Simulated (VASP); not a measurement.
# N in VASP: notebook

The runs below take N through single point, with r2SCAN.

Program: VASP 6.6.1. These are calculated values, not measurements. Logs are shortened: lines on timing, memory, paths and dates and some standing lists are left out, and cuts for length are marked.

## Step 1: The cell of the first run

It takes space group P4_2/mnm (No. 136, tetragonal). Conventional cell: a = 4.084 Å, b = 4.084 Å, c = 5.346 Å, α = 90.00°, β = 90.00°, γ = 90.00°. Within 1.5 Å of N (site symmetry m2m) lie 1 N at 1.11 Å.

## Step 2: Single point, r2SCAN

POSCAR reads:

```
N
1.0
    4.0840620000      0.0000000000      0.0000000000
    0.0000000000      4.0840620000      0.0000000000
    0.0000000000      0.0000000000      5.3459130000
N
4
Direct
    0.9042750000      0.9042750000      0.0000000000
    0.5957250000      0.4042750000      0.5000000000
    0.0957250000      0.0957250000      0.0000000000
    0.4042750000      0.5957250000      0.5000000000
```

INCAR.step1 reads:

```
SYSTEM = N
PREC = Accurate ; ENCUT = 520
ISMEAR = 0 ; SIGMA = 0.01
LREAL = .False. ; LASPH = .True.
NELM = 100 ; NBANDS = 18
GGA = PE ; ALGO = Normal
EDIFF = 1E-4 ; LWAVE = .True.
LCHARG = .False.
```

INCAR.step2 reads:

```
SYSTEM = N
PREC = Accurate ; ENCUT = 520
EDIFF = 1E-6 ; ISMEAR = 0
SIGMA = 0.01 ; LREAL = .False.
LASPH = .True. ; NELM = 100
ALGO = Normal ; ISIF = 2
LWAVE = .False. ; LCHARG = .False.
METAGGA = R2SCAN ; LMIXTAU = .True.
NBANDS = 18 ; ISTART = 1
```

KPOINTS reads:

```
regular mesh
0
Gamma
  3 3 2
  0 0 0
```

Potentials or basis: VASP PAW PBE potentials, release 64 (N).

The run is started by

```bash
> cat potpaw_PBE.64/N/POTCAR > POTCAR
> cp INCAR.step1 INCAR
> mpirun -np 1 vasp_std > vasp.out
> cp INCAR.step2 INCAR
> mpirun -np 1 vasp_std > vasp.out
```

OUTCAR:

```text
SYSTEM = N
   PREC = Accurate
   ENCUT = 520
   EDIFF = 1E-6
   ISMEAR = 0
   LREAL = .False.
   LASPH = .True.
   NELM = 100
   ISIF = 2
   METAGGA = R2SCAN
   ISTART = 1

 ion  position               nearest neighbor table
   1  0.904  0.904  0.000-   3 1.11
   2  0.596  0.404  0.500-   4 1.11
   3  0.096  0.096  0.000-   1 1.11
   4  0.404  0.596  0.500-   2 1.11

  LATTYP: Found a simple tetragonal cell.
 ALAT       =     4.0840620000
 C/A-ratio  =     1.3089695994

  Lattice vectors:

 A1 = (   4.0840620000,   0.0000000000,   0.0000000000)
 A2 = (   0.0000000000,   4.0840620000,   0.0000000000)
 A3 = (   0.0000000000,   0.0000000000,   5.3459130000)

Analysis of symmetry for initial positions (statically):
=====================================================================
 Subroutine PRICEL returns:
 Original cell was already a primitive cell.

 Routine SETGRP: Setting up the symmetry group for a
 simple tetragonal supercell.

 Subroutine GETGRP returns: Found 16 space group operations
 (whereof  8 operations were pure point group operations)
 out of a pool of 16 trial point group operations.

The static configuration has the point symmetry D_2h.
 The point group associated with its full space group is D_4h.

Analysis of symmetry for dynamics (positions and initial velocities):
=====================================================================
 Subroutine PRICEL returns:
 Original cell was already a primitive cell.

 Routine SETGRP: Setting up the symmetry group for a
 simple tetragonal supercell.

 Subroutine GETGRP returns: Found 16 space group operations
 (whereof  8 operations were pure point group operations)
 out of a pool of 16 trial point group operations.

The dynamic configuration has the point symmetry D_2h.
 The point group associated with its full space group is D_4h.

 Subroutine INISYM returns: Found 16 space group operations
 (whereof  8 operations are pure point group operations),
 and found     1 'primitive' translations

----------------------------------------------------------------------------------------

                                     Primitive cell

  volume of cell :      89.1675

  direct lattice vectors                    reciprocal lattice vectors
     4.084062000  0.000000000  0.000000000     0.244854265  0.000000000  0.000000000
     0.000000000  4.084062000  0.000000000     0.000000000  0.244854265  0.000000000
     0.000000000  0.000000000  5.345913000     0.000000000  0.000000000  0.187058787

  length of vectors
     4.084062000  4.084062000  5.345913000     0.244854265  0.244854265  0.187058787

  position of ions in fractional coordinates (direct lattice)
     0.904275000  0.904275000  0.000000000
     0.595725000  0.404275000  0.500000000
     0.095725000  0.095725000  0.000000000
     0.404275000  0.595725000  0.500000000

  ion indices of the primitive-cell ions
   primitive index   ion index
                 1           1
                 2           2
                 3           3
                 4           4

----------------------------------------------------------------------------------------

 KPOINTS: regular mesh

Automatic generation of k-mesh.
 Grid dimensions read from file:
 generate k-points for:    3    3    2

 Generating k-lattice:

  Cartesian coordinates                     Fractional coordinates (reciprocal lattice)
     0.081618088  0.000000000  0.000000000     0.333333333  0.000000000  0.000000000
     0.000000000  0.081618088  0.000000000     0.000000000  0.333333333  0.000000000
     0.000000000  0.000000000  0.093529393     0.000000000  0.000000000  0.500000000

  Length of vectors
     0.081618088  0.081618088  0.093529393

  Shift w.r.t. Gamma in fractional coordinates (k-lattice)
     0.000000000  0.000000000  0.000000000

 Subroutine IBZKPT returns following result:
 ===========================================

 Found      6 irreducible k-points:

 Following reciprocal coordinates:
            Coordinates               Weight
  0.000000  0.000000  0.000000      1.000000
  0.333333  0.000000  0.000000      4.000000
  0.333333  0.333333  0.000000      4.000000
  0.000000  0.000000  0.500000      1.000000
  0.333333  0.000000  0.500000      4.000000
  0.333333  0.333333  0.500000      4.000000
   k-points           NKPTS =      6   k-points in BZ     NKDIM =      6   number of bands    NBANDS=     18
   number of dos      NEDOS =    301   number of ions     NIONS =      4
   total plane-waves  NPLWV =  36000
   dimension x,y,z NGX =    30 NGY =   30 NGZ =   40
   dimension x,y,z NGXF=    60 NGYF=   60 NGZF=   80
   ions per type =               4
   NGX,Y,Z   is equivalent  to a cutoff of  12.21, 12.21, 12.44 a.u.
   NGXF,Y,Z  is equivalent  to a cutoff of  24.42, 24.42, 24.88 a.u.
 SYSTEM =  N
   PREC   = accura    normal or accurate (medium, high low for compatibility)
   ISTART =      1    job   : 0-new  1-cont  2-samecut
   ICHARG =      0    charge: 1-file 2-atom 10-const
   ISPIN  =      1    spin polarized calculation?
   LNONCOLLINEAR =      F non collinear calculations
   LSORBIT =      F    spin-orbit coupling
   LASPH  =      T    aspherical Exc in radial PAW
   ENCUT  =  520.0 eV  38.22 Ry    6.18 a.u.   7.59  7.59  9.94*2*pi/ulx,y,z
   NELM   =    100;   NELMIN=  2; NELMDL=  0     # of ELM steps
   EDIFF  = 0.1E-05   stopping-criterion for ELM
   LREAL  =      F    real-space projection
   EDIFFG = 0.1E-04   stopping-criterion for IOM
   NSW    =      0    number of steps for IOM
   IBRION =     -1    ionic relax: 0-MD 1-quasi-New 2-CG
   NFREE  =      0    steps in history (QN), initial steepest desc. (CG)
   ISIF   =      2    stress and relaxation
   ISYM   =      2    0-nonsym 1-usesym 2-fastsym
   POTIM  = 0.5000    time-step for ionic-motion
   TEBEG  =    0.0;   TEEND  =   0.0 temperature during run
   PSTRESS=    0.0 pullay stress
   NELECT =      20.0000    total number of electrons
   NUPDOWN=      -1.0000    fix difference up-down
   EMIN   =  10.00;   EMAX   =-10.00  energy-range for DOS
   EFERMI =   0.00;   METHOD = LEGACY
   ISMEAR =     0;   SIGMA  =   0.01  broadening in eV -4-tet -1-fermi 0-gaus
   EFERMI_NEDOS =   21; number of points for ismear=-14 and -15
   IALGO  =     38    algorithm
   IMIX   =      4    mixing-type and parameters
     AMIX     =   0.40;   BMIX     =  1.00
     AMIX_MAG =   1.60;   BMIX_MAG =  1.00
  volume/ion in A,a.u.               =      22.29       150.43
  Fermi-wavevector in a.u.,A,eV,Ry     =   0.994678  1.879669 13.461399  0.989385
  Thomas-Fermi vector in A             =   2.126646
   LORBIT       =      0    0 simple, 1 ext, 2 COOP (PROOUT), +10 PAW based schemes
   METAGGA = R2SCAN    functional components
   LHFCALC =     F    Hartree Fock is set to
   AEXX    =    0.0000 exact exchange contribution
   IVDW    =     0    specifies the selected vdW correction
   LEPSILON=     F    determine dielectric tensor
   LRPA    =     F    only Hartree local field effects (RPA)
 non-spin polarized calculation
 Gauss-broadening in eV      SIGMA  =   0.01
  energy-cutoff  :      520.00
  volume of cell :       89.17
 maximum number of plane-waves:      2419
 NGX is ok and might be reduce to    30
   NGX = 15   NGY = 15   NGZ = 19

 number of electron      20.0000001 magnetization

 Free energy of the ion-electron system (eV)
  ---------------------------------------------------
  ext. energy  EPLUGINS =         0.00000000
  ---------------------------------------------------
  free energy    TOTEN  =       -36.49233590 eV

  energy without entropy =      -36.49233590  energy(sigma->0) =      -36.49233590

 E-fermi :  -6.8678     XC(G=0):  -6.6622

 val. band max:       -7.0115290837   @ k =   0.3333   0.3333   0.0000
 cond. band min:       0.5976501965   @ k =   0.0000   0.0000   0.0000
 fundamental gap:      7.6091792801
 Fermi energy:        -6.8678237525

 k-point     1 :       0.0000    0.0000    0.0000
  band No.  band energies     occupation
      1     -26.2609      2.00000
      2     -26.1967      2.00000
      3     -10.6440      2.00000
      4     -10.6440      2.00000
      5      -8.8604      2.00000
      6      -8.2798      2.00000
      7      -8.2798      2.00000
      8      -8.1820      2.00000
      9      -7.9290      2.00000
     10      -7.1603      2.00000
     11       0.5977      0.00000
     12       1.5053      0.00000
     13       1.8797      0.00000
     14       1.8797      0.00000
     15       5.1351      0.00000
     16       7.3387      0.00000
     17       8.3256      0.00000
     18      12.1729      0.00000

 k-point     2 :       0.3333    0.0000    0.0000
  band No.  band energies     occupation
      1     -26.2353      2.00000
      2     -26.2032      2.00000
      3     -10.8216      2.00000
      4     -10.8178      2.00000
      5      -8.6672      2.00000
      6      -8.5202      2.00000
      7      -8.4181      2.00000
      8      -8.3248      2.00000
      9      -7.3864      2.00000
     10      -7.1074      2.00000
     11       1.2653      0.00000
     12       1.7151      0.00000
     13       1.7290      0.00000
     14       1.7603      0.00000
     15       5.5010      0.00000
     16       6.8123      0.00000
     17       9.0003      0.00000
     18      10.1109      0.00000

 k-point     3 :       0.3333    0.3333    0.0000
  band No.  band energies     occupation
      1     -26.2180      2.00000
      2     -26.2020      2.00000
      3     -10.9599      2.00000
      4     -10.9433      2.00000
      5      -8.6312      2.00000
      6      -8.5603      2.00000
      7      -8.5480      2.00000
      8      -8.3746      2.00000
      9      -7.1313      2.00000
     10      -7.0115      2.00000
     11       1.5344      0.00000
     12       1.5519      0.00000
     13       1.9091      0.00000
     14       2.1963      0.00000
     15       5.7175      0.00000
     16       6.7695      0.00000
     17       9.0380      0.00000
     18       9.0902      0.00000

 k-point     4 :       0.0000    0.0000    0.5000
  band No.  band energies     occupation
      1     -26.2286      2.00000
      2     -26.2286      2.00000
      3     -10.6361      2.00000
      4     -10.6361      2.00000
      5      -8.6948      2.00000
      6      -8.6948      2.00000
      7      -8.2917      2.00000
      8      -8.2917      2.00000
      9      -7.3684      2.00000
     10      -7.3684      2.00000
     11       1.0252      0.00000
     12       1.0252      0.00000
     13       1.8693      0.00000
     14       1.8693      0.00000
     15       6.0529      0.00000
     16       6.0529      0.00000
     17      10.6481      0.00000
     18      10.6481      0.00000

 k-point     5 :       0.3333    0.0000    0.5000
  band No.  band energies     occupation
      1     -26.2191      2.00000
      2     -26.2191      2.00000
      3     -10.8313      2.00000
      4     -10.8313      2.00000
      5      -8.6517      2.00000
      6      -8.6517      2.00000
      7      -8.2907      2.00000
      8      -8.2907      2.00000
      9      -7.2629      2.00000
     10      -7.2629      2.00000
     11       1.2879      0.00000
     12       1.2879      0.00000
     13       1.8777      0.00000
     14       1.8777      0.00000
     15       6.4894      0.00000
     16       6.4894      0.00000
     17       9.3064      0.00000
     18       9.3064      0.00000

 k-point     6 :       0.3333    0.3333    0.5000
  band No.  band energies     occupation
      1     -26.2098      2.00000
      2     -26.2098      2.00000
      3     -10.9605      2.00000
      4     -10.9252      2.00000
      5      -8.7833      2.00000
      6      -8.5921      2.00000
      7      -8.4562      2.00000
      8      -8.3427      2.00000
      9      -7.0821      2.00000
     10      -7.0468      2.00000
     11       1.4362      0.00000
     12       1.4886      0.00000
     13       2.0600      0.00000
     14       2.1863      0.00000
     15       6.2793      0.00000
     16       7.2517      0.00000
     17       8.9184      0.00000
     18       9.4689      0.00000

------------------------ aborting loop because EDIFF is reached ----------------------------------------

  FORCE on cell =-STRESS in cart. coord.  units (eV):
  Direction    XX          YY          ZZ          XY          YZ          ZX
  --------------------------------------------------------------------------------------
  -------------------------------------------------------------------------------------
  Total        0.0629374      0.0629374     -0.1239221     -0.0000000      0.0000000      0.0000000
  in kB        1.1308699      1.1308699     -2.2266546     -0.0000000      0.0000000      0.0000000
  external PRESSURE =       0.0116951 kB  Pullay stress =       0.0000000 kB

 VOLUME and BASIS-vectors are now :
 -----------------------------------------------------------------------------
  energy-cutoff  :      520.00
  volume of cell :       89.17
      direct lattice vectors                 reciprocal lattice vectors
     4.084062000  0.000000000  0.000000000     0.244854265  0.000000000  0.000000000
     0.000000000  4.084062000  0.000000000     0.000000000  0.244854265  0.000000000
     0.000000000  0.000000000  5.345913000     0.000000000  0.000000000  0.187058787

 POSITION                                       TOTAL-FORCE (eV/Angst)
 -----------------------------------------------------------------------------------
      3.69312      3.69312      0.00000        -0.115599     -0.115599     -0.000000
      2.43298      1.65108      2.67296         0.115599     -0.115599      0.000000
      0.39095      0.39095      0.00000         0.115599      0.115599      0.000000
      1.65108      2.43298      2.67296        -0.115599      0.115599      0.000000
 -----------------------------------------------------------------------------------
    total drift:                               -0.000000     -0.000000     -0.000000

  FREE ENERGIE OF THE ION-ELECTRON SYSTEM (eV)
  ---------------------------------------------------
  free  energy   TOTEN  =       -36.4923358983 eV

  energy  without entropy=      -36.4923358983  energy(sigma->0) =      -36.49233590
```

It took 77 s on 1 thread of AMD EPYC 7R13, shared host; peak memory 0.15 GiB.

Results:

* Free energy: -36.4923 eV
* Pressure: 0.0 GPa
* Largest force: 0.163 eV/Å
* Band gap on the k mesh: 7.61 eV (least direct gap 7.76 eV)

Forces on the atoms (eV/Å):
```
N   -0.116 -0.116  0.000
N    0.116 -0.116  0.000
N    0.116  0.116  0.000
N   -0.116  0.116  0.000
```

Levels at points of the mesh, in eV from the valence-band top:
```csv
k point,band 7,band 8,band 9,band 10,band 11,band 12,band 13,band 14
"(0.00, 0.00, 0.00)",-1.27,-1.17,-0.92,-0.15,7.61,8.52,8.89,8.89
"(0.00, 0.00, 0.50)",-1.28,-1.28,-0.36,-0.36,8.04,8.04,8.88,8.88
```

Caveat: the k points lie up to 0.59 Å⁻¹ apart; the standard files for N, O and F lose accuracy on very short bonds; the PAW data sets were made with another functional, which shifts forces and pressure a little; an odd mesh through Γ misses points on the zone boundary, where band edges can lie.

## Step 3: Single point, r2SCAN

POSCAR: that of step 2 with these lines changed.

```diff
@@ -11,2 +11,2 @@
     0.0957250000      0.0957250000      0.0000000000
-    0.4042750000      0.5957250000      0.5000000000
+    0.4042750000      0.5957250000      0.5050000000
```

INCAR.step1 reads:

```
PREC = Accurate
ENCUT = 520
ISMEAR = 0
SIGMA = 0.01
LREAL = False
LASPH = True
NELM = 80
NBANDS = 18
GGA = PE
ALGO = Normal
EDIFF = 1E-4
LWAVE = True
LCHARG = False
```

INCAR.step2 reads:

```
PREC = Accurate
ENCUT = 520
EDIFF = 1E-7
ISMEAR = 0
SIGMA = 0.01
LREAL = False
LASPH = True
NELM = 80
ALGO = Normal
ISIF = 2
LWAVE = False
LCHARG = True
METAGGA = R2SCAN
LMIXTAU = True
LELF = True
LVHAR = True
NBANDS = 18
ISTART = 1
```

KPOINTS reads:

```
regular mesh
0
Gamma
  3 3 2
```

Potentials or basis: VASP PAW PBE potentials, release 64 (N).

The run is started by

```bash
> cat potpaw_PBE.64/N/POTCAR > POTCAR
> cp INCAR.step1 INCAR
> mpirun -np 1 vasp_std > vasp.out
> cp INCAR.step2 INCAR
> mpirun -np 1 vasp_std > vasp.out
```

OUTCAR:

```text
PREC = Accurate
   ENCUT = 520
   EDIFF = 1E-7
   ISMEAR = 0
   LREAL = False
   LASPH = True
   NELM = 80
   ISIF = 2
   METAGGA = R2SCAN
   ISTART = 1

 ion  position               nearest neighbor table
   1  0.904  0.904  0.000-   3 1.11
   2  0.596  0.404  0.500-   4 1.11
   3  0.096  0.096  0.000-   1 1.11
   4  0.404  0.596  0.505-   2 1.11

[... 348 lines left out ...]

  FORCE on cell =-STRESS in cart. coord.  units (eV):
  Direction    XX          YY          ZZ          XY          YZ          ZX
  --------------------------------------------------------------------------------------
  -------------------------------------------------------------------------------------
  Total        0.0292191      0.0292191     -0.1300431      0.0287522      0.0054529     -0.0054536
  in kB        0.5250147      0.5250147     -2.3366371      0.5166249      0.0979787     -0.0979904
  external PRESSURE =      -0.4288693 kB  Pullay stress =       0.0000000 kB

 VOLUME and BASIS-vectors are now :
 -----------------------------------------------------------------------------
  energy-cutoff  :      520.00
  volume of cell :       89.17
      direct lattice vectors                 reciprocal lattice vectors
     4.084062000  0.000000000  0.000000000     0.244854265  0.000000000  0.000000000
     0.000000000  4.084062000  0.000000000     0.000000000  0.244854265  0.000000000
     0.000000000  0.000000000  5.345913000     0.000000000  0.000000000  0.187058787

 POSITION                                       TOTAL-FORCE (eV/Angst)
 -----------------------------------------------------------------------------------
      3.69312      3.69312      0.00000        -0.116179     -0.116137      0.002045
      2.43298      1.65108      2.67296         0.079351     -0.079351     -0.003150
      0.39095      0.39095      0.00000         0.116137      0.116179      0.002045
      1.65108      2.43298      2.69969        -0.079310      0.079310     -0.000940
 -----------------------------------------------------------------------------------
    total drift:                               -0.000021      0.000021      0.000089

  FREE ENERGIE OF THE ION-ELECTRON SYSTEM (eV)
  ---------------------------------------------------
  free  energy   TOTEN  =       -36.4923326648 eV

  energy  without entropy=      -36.4923326648  energy(sigma->0) =      -36.49233266
```

OSZICAR.step1:

```text
N       E                     dE             d eps       ncg     rms          rms(c)
DAV:   1     0.890131889536E+02    0.89013E+02   -0.88535E+03   288   0.925E+02
DAV:   2    -0.277306165250E+02   -0.11674E+03   -0.11451E+03   374   0.214E+02
DAV:   3    -0.349136719782E+02   -0.71831E+01   -0.71291E+01   330   0.564E+01
DAV:   4    -0.349724330949E+02   -0.58761E-01   -0.58720E-01   324   0.620E+00
DAV:   5    -0.349730097958E+02   -0.57670E-03   -0.57666E-03   338   0.563E-01    0.112E+01
DAV:   6    -0.336263793916E+02    0.13466E+01   -0.15781E+00   314   0.838E+00    0.645E+00
DAV:   7    -0.333226648557E+02    0.30371E+00   -0.10426E+00   342   0.683E+00    0.178E+00
DAV:   8    -0.333150419725E+02    0.76229E-02   -0.73131E-02   308   0.199E+00    0.238E-01
DAV:   9    -0.333145559138E+02    0.48606E-03   -0.31175E-03   314   0.400E-01    0.109E-01
DAV:  10    -0.333146451888E+02   -0.89275E-04   -0.15564E-04   244   0.118E-01
   1 F= -.33314645E+02 E0= -.33314645E+02  d E =-.934049E-34
```

It took 1.7 min on 1 thread of AMD EPYC 7R13, shared host; peak memory 0.15 GiB.

What came out:

| Property | Result |
| --- | --- |
| Free energy | -36.4923 eV |
| Pressure | 0.0 GPa |
| Largest force | 0.164 eV/Å |
| Band gap on the k mesh | 7.61 eV (least direct gap 7.76 eV) |

Forces in eV/Å, atoms in the order of the input:
```
N   -0.116 -0.116  0.002
N    0.079 -0.079 -0.003
N    0.116  0.116  0.002
N   -0.079  0.079 -0.001
```

Stress tensor (GPa, compression positive):
```
 0.05  0.05 -0.01
 0.05  0.05  0.01
-0.01  0.01 -0.23
```

Caveat: the k points lie up to 0.59 Å⁻¹ apart; the standard files for N, O and F lose accuracy on very short bonds; the PAW data sets were made with another functional, which shifts forces and pressure a little; an odd mesh through Γ misses points on the zone boundary, where band edges can lie.

(Part 1 of 2 ends here.)
